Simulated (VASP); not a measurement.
# Au (Fm-3m) in VASP: single point with r2SCAN

Aim: the single point of Au with r2SCAN.

Everything below comes from runs of VASP 6.6.1. Logs are shortened: lines on timing, memory, paths and dates and some standing lists are left out, and cuts for length are marked.

## Step 1: The cell of the first run

It takes space group Fm-3m (No. 225, cubic). The conventional cell has a = 4.070 Å, b = 4.070 Å, c = 4.070 Å, α = 90.00°, β = 90.00°, γ = 90.00°. Within 3.8 Å of Au (site symmetry m-3m) lie 12 Au at 2.88 Å.

## Step 2: Single point, r2SCAN

POSCAR reads:

```
Au
1.0
    0.0000000000      2.0350000000      2.0350000000
    2.0350000000      0.0000000000      2.0350000000
    2.0350000000      2.0350000000      0.0000000000
Au
1
Direct
    0.0000000000      0.0000000000      0.0000000000
```

INCAR.step1 reads:

```
ALGO = Normal
EDIFF = 1E-5
ENCUT = 550
GGA = PE
GGA_COMPAT = F
ISMEAR = 0
LASPH = T
LCHARG = F
LREAL = F
LWAVE = T
NBANDS = 12
NELM = 120
PREC = Accurate
SIGMA = 0.05
```

INCAR.step2 reads:

```
ALGO = Normal
EDIFF = 1E-6
ENCUT = 550
GGA_COMPAT = F
ISIF = 2
ISMEAR = 0
ISTART = 1
LASPH = T
LCHARG = F
LMIXTAU = T
LREAL = F
LWAVE = F
METAGGA = R2SCAN
NBANDS = 12
NELM = 120
PREC = Accurate
SIGMA = 0.05
```

KPOINTS reads:

```
k-points
0
Gamma
  7 7 7
```

Potentials or basis: VASP PAW PBE potentials, release 64 (Au).

Run with:

```
cat potpaw_PBE.64/Au/POTCAR > POTCAR
cp INCAR.step1 INCAR
mpirun -np 1 vasp_std > vasp.out
cp INCAR.step2 INCAR
mpirun -np 1 vasp_std > vasp.out
```

OUTCAR:

```text
EDIFF = 1E-6
   ENCUT = 550
   ISIF = 2
   ISMEAR = 0
   ISTART = 1
   LASPH = T
   LREAL = F
   METAGGA = R2SCAN
   NELM = 120
   PREC = Accurate

 ion  position               nearest neighbor table
   1  0.000  0.000  0.000-

  LATTYP: Found a face centered cubic cell.
 ALAT       =     4.0700000000

  Lattice vectors:

 A1 = (   0.0000000000,   2.0350000000,   2.0350000000)
 A2 = (   2.0350000000,   0.0000000000,   2.0350000000)
 A3 = (   2.0350000000,   2.0350000000,   0.0000000000)

Analysis of symmetry for initial positions (statically):
=====================================================================
 Subroutine PRICEL returns:
 Original cell was already a primitive cell.

 Routine SETGRP: Setting up the symmetry group for a
 face centered cubic supercell.

 Subroutine GETGRP returns: Found 48 space group operations
 (whereof 48 operations were pure point group operations)
 out of a pool of 48 trial point group operations.

The static configuration has the point symmetry O_h .

Analysis of symmetry for dynamics (positions and initial velocities):
=====================================================================
 Subroutine PRICEL returns:
 Original cell was already a primitive cell.

 Routine SETGRP: Setting up the symmetry group for a
 face centered cubic supercell.

 Subroutine GETGRP returns: Found 48 space group operations
 (whereof 48 operations were pure point group operations)
 out of a pool of 48 trial point group operations.

The dynamic configuration has the point symmetry O_h .

 Subroutine INISYM returns: Found 48 space group operations
 (whereof 48 operations are pure point group operations),
 and found     1 'primitive' translations

----------------------------------------------------------------------------------------

                                     Primitive cell

  volume of cell :      16.8548

  direct lattice vectors                    reciprocal lattice vectors
     0.000000000  2.035000000  2.035000000    -0.245700246  0.245700246  0.245700246
     2.035000000  0.000000000  2.035000000     0.245700246 -0.245700246  0.245700246
     2.035000000  2.035000000  0.000000000     0.245700246  0.245700246 -0.245700246

  length of vectors
     2.877924599  2.877924599  2.877924599     0.425565309  0.425565309  0.425565309

  position of ions in fractional coordinates (direct lattice)
     0.000000000  0.000000000  0.000000000

  ion indices of the primitive-cell ions
   primitive index   ion index
                 1           1

----------------------------------------------------------------------------------------

 KPOINTS: k-points

Automatic generation of k-mesh.
 Grid dimensions read from file:
 generate k-points for:    7    7    7

 Generating k-lattice:

  Cartesian coordinates                     Fractional coordinates (reciprocal lattice)
    -0.035100035  0.035100035  0.035100035     0.142857143  0.000000000  0.000000000
     0.035100035 -0.035100035  0.035100035     0.000000000  0.142857143  0.000000000
     0.035100035  0.035100035 -0.035100035     0.000000000  0.000000000  0.142857143

  Length of vectors
     0.060795044  0.060795044  0.060795044

  Shift w.r.t. Gamma in fractional coordinates (k-lattice)
     0.000000000  0.000000000  0.000000000

 Subroutine IBZKPT returns following result:
 ===========================================

 Found     20 irreducible k-points:

 Following reciprocal coordinates:
            Coordinates               Weight
  0.000000  0.000000  0.000000      1.000000
  0.142857  0.000000  0.000000      8.000000
  0.285714  0.000000  0.000000      8.000000
  0.428571  0.000000  0.000000      8.000000
  0.142857  0.142857  0.000000      6.000000
  0.285714  0.142857  0.000000     24.000000
[... 12 lines left out ...]
 -0.428571  0.428571  0.142857     24.000000
 -0.285714  0.428571  0.142857     24.000000
   k-points           NKPTS =     20   k-points in BZ     NKDIM =     20   number of bands    NBANDS=     12
   number of dos      NEDOS =    301   number of ions     NIONS =      1
   total plane-waves  NPLWV =  13824
   dimension x,y,z NGX =    24 NGY =   24 NGZ =   24
   dimension x,y,z NGXF=    48 NGYF=   48 NGZF=   48
   ions per type =               1
   NGX,Y,Z   is equivalent  to a cutoff of  13.86, 13.86, 13.86 a.u.
   NGXF,Y,Z  is equivalent  to a cutoff of  27.73, 27.73, 27.73 a.u.
 SYSTEM =  unknown system
   PREC   = accura    normal or accurate (medium, high low for compatibility)
   ISTART =      1    job   : 0-new  1-cont  2-samecut
   ICHARG =      0    charge: 1-file 2-atom 10-const
   ISPIN  =      1    spin polarized calculation?
   LNONCOLLINEAR =      F non collinear calculations
   LSORBIT =      F    spin-orbit coupling
   LASPH  =      T    aspherical Exc in radial PAW
   ENCUT  =  550.0 eV  40.42 Ry    6.36 a.u.   5.50  5.50  5.50*2*pi/ulx,y,z
   NELM   =    120;   NELMIN=  2; NELMDL=  0     # of ELM steps
   EDIFF  = 0.1E-05   stopping-criterion for ELM
   LREAL  =      F    real-space projection
   EDIFFG = 0.1E-04   stopping-criterion for IOM
   NSW    =      0    number of steps for IOM
   IBRION =     -1    ionic relax: 0-MD 1-quasi-New 2-CG
   NFREE  =      0    steps in history (QN), initial steepest desc. (CG)
   ISIF   =      2    stress and relaxation
   ISYM   =      2    0-nonsym 1-usesym 2-fastsym
   POTIM  = 0.5000    time-step for ionic-motion
   TEBEG  =    0.0;   TEEND  =   0.0 temperature during run
   PSTRESS=    0.0 pullay stress
   NELECT =      11.0000    total number of electrons
   NUPDOWN=      -1.0000    fix difference up-down
   EMIN   =  10.00;   EMAX   =-10.00  energy-range for DOS
   EFERMI =   0.00;   METHOD = LEGACY
   ISMEAR =     0;   SIGMA  =   0.05  broadening in eV -4-tet -1-fermi 0-gaus
   EFERMI_NEDOS =   21; number of points for ismear=-14 and -15
   IALGO  =     38    algorithm
   IMIX   =      4    mixing-type and parameters
     AMIX     =   0.40;   BMIX     =  1.00
     AMIX_MAG =   1.60;   BMIX_MAG =  1.00
  volume/ion in A,a.u.               =      16.85       113.74
  Fermi-wavevector in a.u.,A,eV,Ry     =   1.420032  2.683470 27.436005  2.016489
  Thomas-Fermi vector in A             =   2.540990
   LORBIT       =      0    0 simple, 1 ext, 2 COOP (PROOUT), +10 PAW based schemes
   METAGGA = R2SCAN    functional components
   LHFCALC =     F    Hartree Fock is set to
   AEXX    =    0.0000 exact exchange contribution
   IVDW    =     0    specifies the selected vdW correction
   LEPSILON=     F    determine dielectric tensor
   LRPA    =     F    only Hartree local field effects (RPA)
 non-spin polarized calculation
 Gauss-broadening in eV      SIGMA  =   0.05
  energy-cutoff  :      550.00
  volume of cell :       16.85
 maximum number of plane-waves:       531
 NGX is ok and might be reduce to    24
   NGX = 11   NGY = 11   NGZ = 11

 number of electron      10.9999999 magnetization

 Free energy of the ion-electron system (eV)
  ---------------------------------------------------
  ext. energy  EPLUGINS =         0.00000000
  ---------------------------------------------------
  free energy    TOTEN  =       -50.63668898 eV

  energy without entropy =      -50.63620633  energy(sigma->0) =      -50.63644766

 E-fermi :   9.1850     XC(G=0): -13.7045

 val. band max:        8.7110700952   @ k =   0.4286   0.2857   0.0000
 cond. band min:       9.1924186028   @ k =   0.4286   0.4286   0.0000
 fundamental gap:      0.4813485076
 Fermi energy:         9.1849788358

 k-point     1 :       0.0000    0.0000    0.0000
  band No.  band energies     occupation
      1      -0.7049      2.00000
      2       4.5088      2.00000
      3       4.5088      2.00000
      4       4.5088      2.00000
      5       6.0731      2.00000
      6       6.0731      2.00000
      7      24.8110      0.00000
      8      28.9826      0.00000
      9      28.9826      0.00000
     10      28.9826      0.00000
     11      34.3065      0.00000
     12      38.8853      0.00000

 k-point     2 :       0.1429    0.0000    0.0000
  band No.  band energies     occupation
      1       0.0123      2.00000
      2       4.3218      2.00000
      3       4.7196      2.00000
      4       4.7196      2.00000
      5       6.0112      2.00000
      6       6.0112      2.00000
      7      25.1306      0.00000
      8      26.0329      0.00000
      9      29.7906      0.00000
     10      29.7906      0.00000
     11      33.6580      0.00000
     12      35.9853      0.00000

 k-point     3 :       0.2857    0.0000    0.0000
  band No.  band energies     occupation
      1       1.4588      2.00000
      2       4.7042      2.00000
      3       4.7484      2.00000
      4       4.7484      2.00000
      5       6.4446      2.00000
      6       6.4446      2.00000
      7      19.8344      0.00000
      8      25.6831      0.00000
      9      30.1137      0.00000
     10      30.1137      0.00000
     11      32.8502      0.00000
     12      33.6861      0.00000

 k-point     4 :       0.4286    0.0000    0.0000
  band No.  band energies     occupation
      1       1.8133      2.00000
      2       4.5017      2.00000
      3       4.5017      2.00000
      4       7.2168      2.00000
      5       7.2168      2.00000
      6       7.5457      2.00000
      7      14.1940      0.00000
      8      24.4863      0.00000
      9      27.8978      0.00000
     10      27.8978      0.00000
     11      35.2915      0.00000
     12      35.2915      0.00000

 k-point     5 :       0.1429    0.1429    0.0000
  band No.  band energies     occupation
      1       0.2603      2.00000
      2       4.0371      2.00000
      3       4.9532      2.00000
      4       4.9532      2.00000
      5       5.5900      2.00000
      6       6.2856      2.00000
      7      25.9384      0.00000
      8      27.2286      0.00000
      9      27.9694      0.00000
     10      27.9694      0.00000
     11      33.9575      0.00000
     12      35.6064      0.00000
[... 168 lines left out ...]
      1       2.8283      2.00000
      2       3.4607      2.00000
      3       4.3535      2.00000
      4       6.0744      2.00000
      5       6.1480      2.00000
      6       8.1689      2.00000
      7      20.1375      0.00000
      8      21.9826      0.00000
      9      25.3698      0.00000
     10      30.1827      0.00000
     11      30.9488      0.00000
     12      35.5508      0.00000

 k-point    18 :      -0.4286    0.2857    0.1429
  band No.  band energies     occupation
      1       3.1051      2.00000
      2       3.7703      2.00000
      3       4.4704      2.00000
      4       5.7131      2.00000
      5       7.0906      2.00000
      6      10.9473      0.00000
      7      15.2719      0.00000
      8      21.0856      0.00000
      9      23.2537      0.00000
     10      29.0558      0.00000
     11      33.7087      0.00000
     12      37.9343      0.00000

 k-point    19 :      -0.4286    0.4286    0.1429
  band No.  band energies     occupation
      1       2.7748      2.00000
      2       2.9796      2.00000
      3       5.3291      2.00000
      4       6.6541      2.00000
      5       7.4567      2.00000
      6      11.5275      0.00000
      7      16.6301      0.00000
      8      19.0998      0.00000
      9      20.4416      0.00000
     10      30.9460      0.00000
     11      31.0814      0.00000
     12      36.3950      0.00000

 k-point    20 :      -0.2857    0.4286    0.1429
  band No.  band energies     occupation
      1       3.1625      2.00000
      2       3.6620      2.00000
      3       4.5206      2.00000
      4       6.0189      2.00000
      5       7.4482      2.00000
      6      13.5251      0.00000
      7      15.7075      0.00000
      8      16.9793      0.00000
      9      21.0488      0.00000
     10      30.6615      0.00000
     11      34.3266      0.00000
     12      36.1290      0.00000

------------------------ aborting loop because EDIFF is reached ----------------------------------------

  FORCE on cell =-STRESS in cart. coord.  units (eV):
  Direction    XX          YY          ZZ          XY          YZ          ZX
  --------------------------------------------------------------------------------------
  -------------------------------------------------------------------------------------
  Total        0.7339401      0.7339401      0.7339401      0.0000000      0.0000000      0.0000000
  in kB       69.7666620     69.7666620     69.7666620      0.0000000      0.0000000      0.0000000
  external PRESSURE =      69.7666620 kB  Pullay stress =       0.0000000 kB

 VOLUME and BASIS-vectors are now :
 -----------------------------------------------------------------------------
  energy-cutoff  :      550.00
  volume of cell :       16.85
      direct lattice vectors                 reciprocal lattice vectors
     0.000000000  2.035000000  2.035000000    -0.245700246  0.245700246  0.245700246
     2.035000000  0.000000000  2.035000000     0.245700246 -0.245700246  0.245700246
     2.035000000  2.035000000  0.000000000     0.245700246  0.245700246 -0.245700246

 POSITION                                       TOTAL-FORCE (eV/Angst)
 -----------------------------------------------------------------------------------
      0.00000      0.00000      0.00000        -0.000000     -0.000000      0.000000
 -----------------------------------------------------------------------------------
    total drift:                               -0.000000      0.000000     -0.000000

  FREE ENERGIE OF THE ION-ELECTRON SYSTEM (eV)
  ---------------------------------------------------
  free  energy   TOTEN  =       -50.6366889836 eV

  energy  without entropy=      -50.6362063285  energy(sigma->0) =      -50.63644766
```

Wall time 43 s (1 thread of Intel Xeon 8259CL, shared host); peak memory 0.15 GiB.

What came out:

```
Free energy            : -50.6367 eV
Pressure               : 7.0 GPa
Band gap on the k mesh : zero (an odd number of electrons rules out a gap without spin polarisation)
```

Levels at points of the mesh, in eV from the Fermi level:
```
           k point  band 4  band 5  band 6  band 7  band 8  band 9
(0.00, 0.00, 0.00)   -4.68   -3.11   -3.11   15.63   19.80   19.80
```

Caveat: the k points lie up to 0.38 Å⁻¹ apart, too coarse for converged energies and pressures of a metal; the PAW data sets were made with another functional, which shifts forces and pressure a little; spin-orbit coupling is left out, which moves the levels of the heavy elements.
